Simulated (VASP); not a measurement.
Ag2GeS2, 5 atoms in the cell. Symmetry: I4/mmm, No. 139, tetragonal system. The conventional cell has a = 3.428 Å, b = 3.428 Å, c = 16.257 Å, α = 90.00°, β = 90.00°, γ = 90.00°. Within 3.8 Å of Ag (site symmetry 4mm) lie 4 Ge at 2.87 Å and 4 S at 3.06 Å and 5 Ag at 3.07 to 3.43 Å. Within 3.8 Å of Ge (site symmetry 4/mmm) lie 8 Ag at 2.87 Å and 4 Ge at 3.43 Å. Within 3.2 Å of S (site symmetry -4m2) lie 4 S at 2.42 Å and 4 Ag at 3.06 Å. 

| Quantity | Value |
| --- | --- |
| Program | VASP 6.6.1 |
| Task | single point |
| Functional | PBE |
| Potentials or basis | VASP PAW PBE potentials, release 64 (Ag, Ge_d, S) |
| Cutoff | 520 eV |
| k mesh | 6 × 6 × 6 |
| Occupations | gaussian, width 0.1 eV |
| Spin | no spin polarisation |
| Dipole correction | no |
| Further INCAR settings | ALGO = Normal; EDIFF = 1e-06; NBANDS = 32 |

Potentials or basis: VASP PAW PBE potentials, release 64 (Ag, Ge_d, S).

Launch:

```console
$ cat potpaw_PBE.64/Ag/POTCAR potpaw_PBE.64/Ge_d/POTCAR potpaw_PBE.64/S/POTCAR > POTCAR
$ mpirun -np 1 vasp_std > vasp.out
```

Hardware: 1 thread of Intel Xeon 8259CL, on a shared host.

Question: How long does it take, and how much memory?

Answer: Wall time 15 min on 1 thread of Intel Xeon 8259CL (shared host), peak memory 0.59 GiB. Counts: scf iterations 16, k points 30.
